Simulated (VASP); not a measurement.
# BeSeS3 (Pm-3m) in VASP: single point with PBE

Aim: the single point of BeSeS3 with PBE.

Program: VASP 6.6.1. These are calculated values, not measurements. Logs are shortened: lines on timing, memory, paths and dates and some standing lists are left out, and cuts for length are marked.

## 1. The cell of the first run

The structure is cubic, space group Pm-3m (No. 221). Conventional cell: a = 4.870 Å, b = 4.870 Å, c = 4.870 Å, α = 90.00°, β = 90.00°, γ = 90.00°. Within 4.5 Å of Be (site symmetry m-3m) lie 12 S at 3.44 Å and 8 Se at 4.22 Å. Se (site symmetry m-3m) has 6 S at 2.44 Å within 3.2 Å. S (site symmetry 4/mmm) has 2 Se at 2.44 Å within 3.2 Å.

## 2. Single point, PBE

Input file INCAR:

```
ALGO = Normal ; EDIFF = 1E-6
ENCUT = 520 ; GGA = PE
ISIF = 2 ; ISMEAR = 0
LASPH = T ; LCHARG = F
LREAL = F ; LWAVE = F
NBANDS = 21 ; NELM = 100
PREC = Accurate ; SIGMA = 0.1
```

Input file KPOINTS:

```
k-points
0
Gamma
  4 4 4
```

Input file POSCAR:

```
BeSeS3
1.0
    4.8701360300      0.0000000000      0.0000000000
    0.0000000000      4.8701360300      0.0000000000
    0.0000000000      0.0000000000      4.8701360300
Be Se S
1 1 3
Direct
    0.0000000000      0.0000000000      0.0000000000
    0.5000000000      0.5000000000      0.5000000000
    0.0000000000      0.5000000000      0.5000000000
    0.5000000000      0.0000000000      0.5000000000
    0.5000000000      0.5000000000      0.0000000000
```

Potentials or basis: VASP PAW PBE potentials, release 64 (Be, Se, S).

Started as:

```bash
$ cat potpaw_PBE.64/Be/POTCAR potpaw_PBE.64/Se/POTCAR potpaw_PBE.64/S/POTCAR > POTCAR
$ mpirun -np 1 vasp_std > vasp.out
```

OUTCAR:

```text
EDIFF = 1E-6
   ENCUT = 520
   GGA = PE
   ISIF = 2
   ISMEAR = 0
   LASPH = T
   LREAL = F
   NELM = 100
   PREC = Accurate

 ion  position               nearest neighbor table
   1  0.000  0.000  0.000-
   2  0.500  0.500  0.500-   3 2.44   4 2.44   5 2.44   5 2.44   4 2.44   3 2.44
   3  0.000  0.500  0.500-   2 2.44   2 2.44
   4  0.500  0.000  0.500-   2 2.44   2 2.44
   5  0.500  0.500  0.000-   2 2.44   2 2.44

  LATTYP: Found a simple cubic cell.
 ALAT       =     4.8701360300

  Lattice vectors:

 A1 = (   4.8701360300,   0.0000000000,   0.0000000000)
 A2 = (   0.0000000000,   4.8701360300,   0.0000000000)
 A3 = (   0.0000000000,   0.0000000000,   4.8701360300)

Analysis of symmetry for initial positions (statically):
=====================================================================
 Subroutine PRICEL returns:
 Original cell was already a primitive cell.

 Routine SETGRP: Setting up the symmetry group for a
 simple cubic supercell.

 Subroutine GETGRP returns: Found 48 space group operations
 (whereof 48 operations were pure point group operations)
 out of a pool of 48 trial point group operations.

The static configuration has the point symmetry O_h .

Analysis of symmetry for dynamics (positions and initial velocities):
=====================================================================
 Subroutine PRICEL returns:
 Original cell was already a primitive cell.

 Routine SETGRP: Setting up the symmetry group for a
 simple cubic supercell.

 Subroutine GETGRP returns: Found 48 space group operations
 (whereof 48 operations were pure point group operations)
 out of a pool of 48 trial point group operations.

The dynamic configuration has the point symmetry O_h .

 Subroutine INISYM returns: Found 48 space group operations
 (whereof 48 operations are pure point group operations),
 and found     1 'primitive' translations

----------------------------------------------------------------------------------------

                                     Primitive cell

  volume of cell :     115.5110

  direct lattice vectors                    reciprocal lattice vectors
     4.870136030  0.000000000  0.000000000     0.205333074  0.000000000  0.000000000
     0.000000000  4.870136030  0.000000000     0.000000000  0.205333074  0.000000000
     0.000000000  0.000000000  4.870136030     0.000000000  0.000000000  0.205333074

  length of vectors
     4.870136030  4.870136030  4.870136030     0.205333074  0.205333074  0.205333074

  position of ions in fractional coordinates (direct lattice)
     0.000000000  0.000000000  0.000000000
     0.500000000  0.500000000  0.500000000
     0.000000000  0.500000000  0.500000000
     0.500000000  0.000000000  0.500000000
     0.500000000  0.500000000  0.000000000

  ion indices of the primitive-cell ions
   primitive index   ion index
                 1           1
                 2           2
                 3           3
                 4           4
                 5           5

----------------------------------------------------------------------------------------

 KPOINTS: k-points

Automatic generation of k-mesh.
 Grid dimensions read from file:
 generate k-points for:    4    4    4

 Generating k-lattice:

  Cartesian coordinates                     Fractional coordinates (reciprocal lattice)
     0.051333268  0.000000000  0.000000000     0.250000000  0.000000000  0.000000000
     0.000000000  0.051333268  0.000000000     0.000000000  0.250000000  0.000000000
     0.000000000  0.000000000  0.051333268     0.000000000  0.000000000  0.250000000

  Length of vectors
     0.051333268  0.051333268  0.051333268

  Shift w.r.t. Gamma in fractional coordinates (k-lattice)
     0.000000000  0.000000000  0.000000000

 Subroutine IBZKPT returns following result:
 ===========================================

 Found     10 irreducible k-points:

 Following reciprocal coordinates:
            Coordinates               Weight
  0.000000  0.000000  0.000000      1.000000
  0.250000  0.000000  0.000000      6.000000
  0.500000  0.000000  0.000000      3.000000
  0.250000  0.250000  0.000000     12.000000
  0.500000  0.250000  0.000000     12.000000
  0.500000  0.500000  0.000000      3.000000
  0.250000  0.250000  0.250000      8.000000
  0.500000  0.250000  0.250000     12.000000
  0.500000  0.500000  0.250000      6.000000
  0.500000  0.500000  0.500000      1.000000
   k-points           NKPTS =     10   k-points in BZ     NKDIM =     10   number of bands    NBANDS=     21
   number of dos      NEDOS =    301   number of ions     NIONS =      5
   total plane-waves  NPLWV =  46656
   dimension x,y,z NGX =    36 NGY =   36 NGZ =   36
   dimension x,y,z NGXF=    72 NGYF=   72 NGZF=   72
   ions per type =               1   1   3
   NGX,Y,Z   is equivalent  to a cutoff of  12.29, 12.29, 12.29 a.u.
   NGXF,Y,Z  is equivalent  to a cutoff of  24.58, 24.58, 24.58 a.u.
 SYSTEM =  unknown system
   PREC   = accura    normal or accurate (medium, high low for compatibility)
   ISTART =      0    job   : 0-new  1-cont  2-samecut
   ICHARG =      2    charge: 1-file 2-atom 10-const
   ISPIN  =      1    spin polarized calculation?
   LNONCOLLINEAR =      F non collinear calculations
   LSORBIT =      F    spin-orbit coupling
   LASPH  =      T    aspherical Exc in radial PAW
   ENCUT  =  520.0 eV  38.22 Ry    6.18 a.u.   9.06  9.06  9.06*2*pi/ulx,y,z
   NELM   =    100;   NELMIN=  2; NELMDL= -5     # of ELM steps
   EDIFF  = 0.1E-05   stopping-criterion for ELM
   LREAL  =      F    real-space projection
   EDIFFG = 0.1E-04   stopping-criterion for IOM
   NSW    =      0    number of steps for IOM
   IBRION =     -1    ionic relax: 0-MD 1-quasi-New 2-CG
   NFREE  =      0    steps in history (QN), initial steepest desc. (CG)
   ISIF   =      2    stress and relaxation
   ISYM   =      2    0-nonsym 1-usesym 2-fastsym
   POTIM  = 0.5000    time-step for ionic-motion
   TEBEG  =    0.0;   TEEND  =   0.0 temperature during run
   PSTRESS=    0.0 pullay stress
   NELECT =      26.0000    total number of electrons
   NUPDOWN=      -1.0000    fix difference up-down
   EMIN   =  10.00;   EMAX   =-10.00  energy-range for DOS
   EFERMI =   0.00;   METHOD = LEGACY
   ISMEAR =     0;   SIGMA  =   0.10  broadening in eV -4-tet -1-fermi 0-gaus
   EFERMI_NEDOS =   21; number of points for ismear=-14 and -15
   IALGO  =     38    algorithm
   IMIX   =      4    mixing-type and parameters
     AMIX     =   0.40;   BMIX     =  1.00
     AMIX_MAG =   1.60;   BMIX_MAG =  1.00
  volume/ion in A,a.u.               =      23.10       155.90
  Fermi-wavevector in a.u.,A,eV,Ry     =   0.995844  1.881873 13.492982  0.991706
  Thomas-Fermi vector in A             =   2.127892
   LORBIT       =      0    0 simple, 1 ext, 2 COOP (PROOUT), +10 PAW based schemes
   GGA     = PE    functional components
   LHFCALC =     F    Hartree Fock is set to
   AEXX    =    0.0000 exact exchange contribution
   IVDW    =     0    specifies the selected vdW correction
   LEPSILON=     F    determine dielectric tensor
   LRPA    =     F    only Hartree local field effects (RPA)
 non-spin polarized calculation
 Gauss-broadening in eV      SIGMA  =   0.10
  energy-cutoff  :      520.00
  volume of cell :      115.51
 maximum number of plane-waves:      3136
   NGX = 19   NGY = 19   NGZ = 19

 number of electron      25.9999990 magnetization

 Free energy of the ion-electron system (eV)
  ---------------------------------------------------
  ext. energy  EPLUGINS =         0.00000000
  ---------------------------------------------------
  free energy    TOTEN  =       -14.02109437 eV

  energy without entropy =      -13.98819821  energy(sigma->0) =      -14.00464629

 E-fermi :   2.4478     XC(G=0):  -8.8559

 val. band max:        2.4378791016   @ k =   0.5000   0.2500   0.0000
 cond. band min:       2.4588050710   @ k =   0.5000   0.2500   0.2500
 fundamental gap:      0.0209259694
 Fermi energy:         2.4478259722

 k-point     1 :       0.0000    0.0000    0.0000
  band No.  band energies     occupation
      1     -13.3238      2.00000
      2      -8.7229      2.00000
      3      -8.7229      2.00000
      4      -6.3686      2.00000
      5      -3.9783      2.00000
      6      -3.9783      2.00000
[... 13 lines left out ...]
     20       8.1261      0.00000
     21       9.0116      0.00000

 k-point     2 :       0.2500    0.0000    0.0000
  band No.  band energies     occupation
      1     -13.1573      2.00000
      2      -9.2399      2.00000
      3      -8.7110      2.00000
      4      -6.8902      2.00000
      5      -3.8919      2.00000
      6      -3.8919      2.00000
[... 13 lines left out ...]
     20       8.7690      0.00000
     21       8.7690      0.00000

 k-point     3 :       0.5000    0.0000    0.0000
  band No.  band energies     occupation
      1     -12.9543      2.00000
      2      -9.7883      2.00000
      3      -8.6990      2.00000
      4      -7.0592      2.00000
      5      -3.7979      2.00000
      6      -3.7979      2.00000
[... 13 lines left out ...]
     20       8.7329      0.00000
     21       8.7329      0.00000
[... 121 lines left out ...]
 k-point     9 :       0.5000    0.5000    0.2500
  band No.  band energies     occupation
      1     -12.2689      2.00000
      2      -9.7141      2.00000
      3      -9.7141      2.00000
      4      -8.8203      2.00000
      5      -1.8538      2.00000
      6      -1.0989      2.00000
[... 13 lines left out ...]
     20       6.6080      0.00000
     21      11.6184      0.00000

 k-point    10 :       0.5000    0.5000    0.5000
  band No.  band energies     occupation
      1     -11.9228      2.00000
      2      -9.6903      2.00000
      3      -9.6903      2.00000
      4      -9.6903      2.00000
      5      -0.8476      2.00000
      6      -0.8476      2.00000
[... 13 lines left out ...]
     20       6.9461      0.00000
     21      10.9677      0.00000

------------------------ aborting loop because EDIFF is reached ----------------------------------------

  FORCE on cell =-STRESS in cart. coord.  units (eV):
  Direction    XX          YY          ZZ          XY          YZ          ZX
  --------------------------------------------------------------------------------------
  -------------------------------------------------------------------------------------
  Total       -2.2198129     -2.2198129     -2.2198129      0.0000000      0.0000000     -0.0000000
  in kB      -30.7895742    -30.7895742    -30.7895742      0.0000000      0.0000000     -0.0000000
  external PRESSURE =     -30.7895742 kB  Pullay stress =       0.0000000 kB

 VOLUME and BASIS-vectors are now :
 -----------------------------------------------------------------------------
  energy-cutoff  :      520.00
  volume of cell :      115.51
      direct lattice vectors                 reciprocal lattice vectors
     4.870136030  0.000000000  0.000000000     0.205333074  0.000000000  0.000000000
     0.000000000  4.870136030  0.000000000     0.000000000  0.205333074  0.000000000
     0.000000000  0.000000000  4.870136030     0.000000000  0.000000000  0.205333074

 POSITION                                       TOTAL-FORCE (eV/Angst)
 -----------------------------------------------------------------------------------
      0.00000      0.00000      0.00000         0.000000      0.000000      0.000000
      2.43507      2.43507      2.43507         0.000000      0.000000      0.000000
      0.00000      2.43507      2.43507         0.000000      0.000000      0.000000
      2.43507      0.00000      2.43507         0.000000      0.000000      0.000000
      2.43507      2.43507      0.00000         0.000000      0.000000      0.000000
 -----------------------------------------------------------------------------------
    total drift:                                0.000000      0.000000      0.000000

  FREE ENERGIE OF THE ION-ELECTRON SYSTEM (eV)
  ---------------------------------------------------
  free  energy   TOTEN  =       -14.0210943728 eV

  energy  without entropy=      -13.9881982140  energy(sigma->0) =      -14.00464629
```

It took 9.2 s on 1 thread of Intel Xeon 6975P-C (Granite Rapids), shared host; peak memory 0.2 GiB.

Results:

```yaml
Free_energy: -14.0211 eV
Pressure: -3.1 GPa
Band_gap_on_the_k_mesh: zero (band 13 reaches 2.66 eV, above the bottom of band 14 at 1.80 eV)
```

Levels at points of the mesh, in eV from the Fermi level:
```csv
k point,band 9,band 10,band 11,band 12,band 13,band 14,band 15,band 16,band 17,band 18
"(0.00, 0.00, 0.00)",-0.92,-0.92,-0.74,-0.65,-0.65,-0.65,4.40,4.40,4.40,5.68
"(0.50, 0.00, 0.00)",-1.63,-1.07,-0.74,-0.68,-0.64,-0.64,2.15,2.77,3.78,3.78
"(0.50, 0.50, 0.00)",-1.43,-1.43,-1.42,-0.12,-0.12,0.23,0.51,0.71,2.85,4.07
"(0.50, 0.50, 0.50)",-1.39,-0.93,-0.67,-0.67,-0.67,0.53,0.53,0.53,1.17,4.50
```
